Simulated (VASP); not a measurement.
# C (Fd-3m) in VASP: notebook

The runs below take C through single point, with PBE.

All numbers are computed with VASP 6.6.1; they aren't measurements. Logs are shortened: lines on timing, memory, paths and dates and some standing lists are left out, and cuts for length are marked.

### Step 1. The cell of the first run

The structure is cubic, space group Fd-3m (No. 227). Conventional cell: a = 3.519 Å, b = 3.519 Å, c = 3.519 Å, α = 90.00°, β = 90.00°, γ = 90.00°. Within 2.0 Å of C (site symmetry -43m) lie 4 C at 1.52 Å.

### Step 2. Single point, PBE

Contents of INCAR:

```
ALGO     = Normal         # electronic algorithm
EDIFF    = 1E-6           # SCF threshold, eV
ENCUT    = 600            # plane-wave cutoff, eV
GGA      = PE             # functional
GGA_COMPAT= F            
ISIF     = 2              # what is computed and relaxed
ISMEAR   = 0              # smearing method
LASPH    = T              # aspherical terms in the spheres
LCHARG   = T              # write CHGCAR
LELF     = T              # ELF
LREAL    = F              # projectors in reciprocal space
LVHAR    = T            
LWAVE    = F              # write WAVECAR
NBANDS   = 11             # bands
NELM     = 120            # most SCF steps
PREC     = Accurate       # precision mode
SIGMA    = 0.01           # smearing width, eV
```

Contents of KPOINTS:

```
k-points
0
Gamma
  3 3 3
```

Contents of POSCAR:

```
C
1.0
    0.0000000000      1.7593956938      1.7593956938
    1.7593956938      0.0000000000      1.7593956938
    1.7593956938      1.7593956938      0.0000000000
C
2
Direct
    0.0000000000      0.0000000000      0.0000000000
    0.2500000000      0.2500000000      0.2500000000
```

Potentials or basis: VASP PAW PBE potentials, release 64 (C).

Run with:

```
$ cat potpaw_PBE.64/C/POTCAR > POTCAR
$ mpirun -np 1 vasp_std > vasp.out
```

OUTCAR:

```text
EDIFF = 1E-6
   ENCUT = 600
   GGA = PE
   ISIF = 2
   ISMEAR = 0
   LASPH = T
   LREAL = F
   NELM = 120
   PREC = Accurate

 ion  position               nearest neighbor table
   1  0.000  0.000  0.000-   2 1.52   2 1.52   2 1.52   2 1.52
   2  0.250  0.250  0.250-   1 1.52   1 1.52   1 1.52   1 1.52

  LATTYP: Found a face centered cubic cell.
 ALAT       =     3.5187913876

  Lattice vectors:

 A1 = (   0.0000000000,   1.7593956938,   1.7593956938)
 A2 = (   1.7593956938,   0.0000000000,   1.7593956938)
 A3 = (   1.7593956938,   1.7593956938,   0.0000000000)

Analysis of symmetry for initial positions (statically):
=====================================================================
 Subroutine PRICEL returns:
 Original cell was already a primitive cell.

 Routine SETGRP: Setting up the symmetry group for a
 face centered cubic supercell.

 Subroutine GETGRP returns: Found 48 space group operations
 (whereof 24 operations were pure point group operations)
 out of a pool of 48 trial point group operations.

The static configuration has the point symmetry T_d .
 The point group associated with its full space group is O_h .

Analysis of symmetry for dynamics (positions and initial velocities):
=====================================================================
 Subroutine PRICEL returns:
 Original cell was already a primitive cell.

 Routine SETGRP: Setting up the symmetry group for a
 face centered cubic supercell.

 Subroutine GETGRP returns: Found 48 space group operations
 (whereof 24 operations were pure point group operations)
 out of a pool of 48 trial point group operations.

The dynamic configuration has the point symmetry T_d .
 The point group associated with its full space group is O_h .

 Subroutine INISYM returns: Found 48 space group operations
 (whereof 24 operations are pure point group operations),
 and found     1 'primitive' translations

----------------------------------------------------------------------------------------

                                     Primitive cell

  volume of cell :      10.8923

  direct lattice vectors                    reciprocal lattice vectors
     0.000000000  1.759395694  1.759395694    -0.284188487  0.284188487  0.284188487
     1.759395694  0.000000000  1.759395694     0.284188487 -0.284188487  0.284188487
     1.759395694  1.759395694  0.000000000     0.284188487  0.284188487 -0.284188487

  length of vectors
     2.488161252  2.488161252  2.488161252     0.492228898  0.492228898  0.492228898

  position of ions in fractional coordinates (direct lattice)
     0.000000000  0.000000000  0.000000000
     0.250000000  0.250000000  0.250000000

  ion indices of the primitive-cell ions
   primitive index   ion index
                 1           1
                 2           2

----------------------------------------------------------------------------------------

 KPOINTS: k-points

Automatic generation of k-mesh.
 Grid dimensions read from file:
 generate k-points for:    3    3    3

 Generating k-lattice:

  Cartesian coordinates                     Fractional coordinates (reciprocal lattice)
    -0.094729496  0.094729496  0.094729496     0.333333333  0.000000000  0.000000000
     0.094729496 -0.094729496  0.094729496     0.000000000  0.333333333  0.000000000
     0.094729496  0.094729496 -0.094729496     0.000000000  0.000000000  0.333333333

  Length of vectors
     0.164076299  0.164076299  0.164076299

  Shift w.r.t. Gamma in fractional coordinates (k-lattice)
     0.000000000  0.000000000  0.000000000

 Subroutine IBZKPT returns following result:
 ===========================================

 Found      4 irreducible k-points:

 Following reciprocal coordinates:
            Coordinates               Weight
  0.000000  0.000000  0.000000      1.000000
  0.333333  0.000000  0.000000      8.000000
  0.333333  0.333333  0.000000      6.000000
 -0.333333  0.333333  0.000000     12.000000
   k-points           NKPTS =      4   k-points in BZ     NKDIM =      4   number of bands    NBANDS=     11
   number of dos      NEDOS =    301   number of ions     NIONS =      2
   total plane-waves  NPLWV =   8000
   dimension x,y,z NGX =    20 NGY =   20 NGZ =   20
   dimension x,y,z NGXF=    40 NGYF=   40 NGZF=   40
   ions per type =               2
   NGX,Y,Z   is equivalent  to a cutoff of  13.36, 13.36, 13.36 a.u.
   NGXF,Y,Z  is equivalent  to a cutoff of  26.73, 26.73, 26.73 a.u.
 SYSTEM =  unknown system
   PREC   = accura    normal or accurate (medium, high low for compatibility)
   ISTART =      0    job   : 0-new  1-cont  2-samecut
   ICHARG =      2    charge: 1-file 2-atom 10-const
   ISPIN  =      1    spin polarized calculation?
   LNONCOLLINEAR =      F non collinear calculations
   LSORBIT =      F    spin-orbit coupling
   LASPH  =      T    aspherical Exc in radial PAW
   ENCUT  =  600.0 eV  44.10 Ry    6.64 a.u.   4.97  4.97  4.97*2*pi/ulx,y,z
   NELM   =    120;   NELMIN=  2; NELMDL= -5     # of ELM steps
   EDIFF  = 0.1E-05   stopping-criterion for ELM
   LREAL  =      F    real-space projection
   EDIFFG = 0.1E-04   stopping-criterion for IOM
   NSW    =      0    number of steps for IOM
   IBRION =     -1    ionic relax: 0-MD 1-quasi-New 2-CG
   NFREE  =      0    steps in history (QN), initial steepest desc. (CG)
   ISIF   =      2    stress and relaxation
   ISYM   =      2    0-nonsym 1-usesym 2-fastsym
   POTIM  = 0.5000    time-step for ionic-motion
   TEBEG  =    0.0;   TEEND  =   0.0 temperature during run
   PSTRESS=    0.0 pullay stress
   NELECT =       8.0000    total number of electrons
   NUPDOWN=      -1.0000    fix difference up-down
   EMIN   =  10.00;   EMAX   =-10.00  energy-range for DOS
   EFERMI =   0.00;   METHOD = LEGACY
   ISMEAR =     0;   SIGMA  =   0.01  broadening in eV -4-tet -1-fermi 0-gaus
   EFERMI_NEDOS =   21; number of points for ismear=-14 and -15
   IALGO  =     38    algorithm
   IMIX   =      4    mixing-type and parameters
     AMIX     =   0.40;   BMIX     =  1.00
     AMIX_MAG =   1.60;   BMIX_MAG =  1.00
  volume/ion in A,a.u.               =       5.45        36.75
  Fermi-wavevector in a.u.,A,eV,Ry     =   1.477059  2.791238 29.683893  2.181705
  Thomas-Fermi vector in A             =   2.591510
   LORBIT       =      0    0 simple, 1 ext, 2 COOP (PROOUT), +10 PAW based schemes
   GGA     = PE    functional components
   LHFCALC =     F    Hartree Fock is set to
   AEXX    =    0.0000 exact exchange contribution
   IVDW    =     0    specifies the selected vdW correction
   LEPSILON=     F    determine dielectric tensor
   LRPA    =     F    only Hartree local field effects (RPA)
 non-spin polarized calculation
 Gauss-broadening in eV      SIGMA  =   0.01
  energy-cutoff  :      600.00
  volume of cell :       10.89
 maximum number of plane-waves:       375
   NGX =  9   NGY =  9   NGZ =  9

 number of electron       7.9999998 magnetization

 Free energy of the ion-electron system (eV)
  ---------------------------------------------------
  ext. energy  EPLUGINS =         0.00000000
  ---------------------------------------------------
  free energy    TOTEN  =       -17.56055313 eV

  energy without entropy =      -17.56055313  energy(sigma->0) =      -17.56055313

 E-fermi :  10.5906     XC(G=0): -13.4129

 val. band max:       10.4326368281   @ k =   0.0000   0.0000   0.0000
 cond. band min:      14.6352271337   @ k =   0.3333   0.3333   0.0000
 fundamental gap:      4.2025903056
 Fermi energy:        10.5906291027

 k-point     1 :       0.0000    0.0000    0.0000
  band No.  band energies     occupation
      1     -11.6414      2.00000
      2      10.4326      2.00000
      3      10.4326      2.00000
      4      10.4326      2.00000
      5      16.1067      0.00000
      6      16.1067      0.00000
      7      16.1067      0.00000
      8      24.7053      0.00000
      9      30.2111      0.00000
     10      37.3405      0.00000
     11      37.3405      0.00000

 k-point     2 :       0.3333    0.0000    0.0000
  band No.  band energies     occupation
      1      -8.5314      2.00000
      2       0.7541      2.00000
      3       8.0136      2.00000
      4       8.0136      2.00000
      5      18.8716      0.00000
      6      18.8716      0.00000
      7      19.4608      0.00000
      8      26.1803      0.00000
      9      31.9365      0.00000
     10      33.9836      0.00000
     11      33.9836      0.00000

 k-point     3 :       0.3333    0.3333    0.0000
  band No.  band energies     occupation
      1      -7.4993      2.00000
      2       3.1197      2.00000
      3       4.8854      2.00000
      4       4.8854      2.00000
      5      14.6352      0.00000
      6      18.2563      0.00000
      7      24.9594      0.00000
      8      24.9594      0.00000
      9      32.5673      0.00000
     10      34.2597      0.00000
     11      42.6825      0.00000

 k-point     4 :      -0.3333    0.3333    0.0000
  band No.  band energies     occupation
      1      -3.9465      2.00000
      2      -0.7852      2.00000
      3       0.6412      2.00000
      4       5.5414      2.00000
      5      16.8609      0.00000
      6      23.7546      0.00000
      7      24.4286      0.00000
      8      26.0682      0.00000
      9      27.7214      0.00000
     10      34.4573      0.00000
     11      36.0253      0.00000

------------------------ aborting loop because EDIFF is reached ----------------------------------------

  FORCE on cell =-STRESS in cart. coord.  units (eV):
  Direction    XX          YY          ZZ          XY          YZ          ZX
  --------------------------------------------------------------------------------------
  -------------------------------------------------------------------------------------
  Total        1.8241780      1.8241780      1.8241780     -0.0000000     -0.0000000      0.0000000
  in kB      268.3225830    268.3225830    268.3225830     -0.0000000     -0.0000000      0.0000000
  external PRESSURE =     268.3225830 kB  Pullay stress =       0.0000000 kB

 VOLUME and BASIS-vectors are now :
 -----------------------------------------------------------------------------
  energy-cutoff  :      600.00
  volume of cell :       10.89
      direct lattice vectors                 reciprocal lattice vectors
     0.000000000  1.759395694  1.759395694    -0.284188487  0.284188487  0.284188487
     1.759395694  0.000000000  1.759395694     0.284188487 -0.284188487  0.284188487
     1.759395694  1.759395694  0.000000000     0.284188487  0.284188487 -0.284188487

 POSITION                                       TOTAL-FORCE (eV/Angst)
 -----------------------------------------------------------------------------------
      0.00000      0.00000      0.00000         0.000000      0.000000      0.000000
      0.87970      0.87970      0.87970        -0.000000     -0.000000     -0.000000
 -----------------------------------------------------------------------------------
    total drift:                                0.000000      0.000000      0.000000

  FREE ENERGIE OF THE ION-ELECTRON SYSTEM (eV)
  ---------------------------------------------------
  free  energy   TOTEN  =       -17.5605531269 eV

  energy  without entropy=      -17.5605531269  energy(sigma->0) =      -17.56055313
```

Run time: 1.2 s. Hardware: 1 thread of AMD EPYC 9R45 (Zen 5), shared host; peak memory 0.08 GiB.

Results:

```yaml
Free_energy: -17.5606 eV
Pressure: 26.8 GPa
Band_gap_on_the_k_mesh: 4.20 eV, indirect (least direct gap 5.67 eV)
```

Caveat: the k points lie up to 1.03 Å⁻¹ apart. A k mesh can miss the band edges.

### Step 3. Single point, PBE

This run uses another cell than the first one, of 5.22 Å³/atom, 0.958 times its volume.

Contents of INCAR:

```
PREC = Accurate
ENCUT = 600
EDIFF = 1E-6
ISMEAR = 0
SIGMA = 0.01
LREAL = F
LASPH = T
NELM = 120
ALGO = Normal
ISIF = 2
LWAVE = F
LCHARG = F
GGA = PE
NBANDS = 11
GGA_COMPAT = F
```

Contents of KPOINTS:

```
Automatic mesh
0
Gamma
  6 6 6
```

Contents of POSCAR:

```
C
1.0
    0.0000000000      1.7346121716      1.7346121716
    1.7346121716      0.0000000000      1.7346121716
    1.7346121716      1.7346121716      0.0000000000
C
2
Direct
    0.0000000000      0.0000000000      0.0000000000
    0.2500000000      0.2500000000      0.2500000000
```

Potentials or basis: VASP PAW PBE potentials, release 64 (C).

Run with:

```
$ cat potpaw_PBE.64/C/POTCAR > POTCAR
$ mpirun -np 1 vasp_std > vasp.out
```

Wall time 1.7 s (1 thread of AMD EPYC 9R45 (Zen 5), shared host); peak memory 0.08 GiB.

The run converged. Its results:

```
Free energy            : -18.0522 eV
Pressure               : 44.7 GPa
Band gap on the k mesh : 4.35 eV, indirect (least direct gap 5.82 eV)
```

Levels at points of the mesh, in eV from the valence-band top:
```csv
k point,band 1,band 2,band 3,band 4,band 5,band 6,band 7,band 8,band 9
"(0.00, 0.00, 0.00)",-22.63,0.00,0.00,0.00,5.82,5.82,5.82,15.29,20.40
"(0.50, 0.00, 0.00)",-16.36,-14.33,-3.02,-3.02,8.81,8.81,10.01,16.45,23.14
"(0.50, 0.50, 0.00)",-13.38,-13.38,-6.82,-6.82,4.93,4.93,18.11,18.11,24.84
```

Caveat: the k points lie up to 0.52 Å⁻¹ apart. A k mesh can miss the band edges.
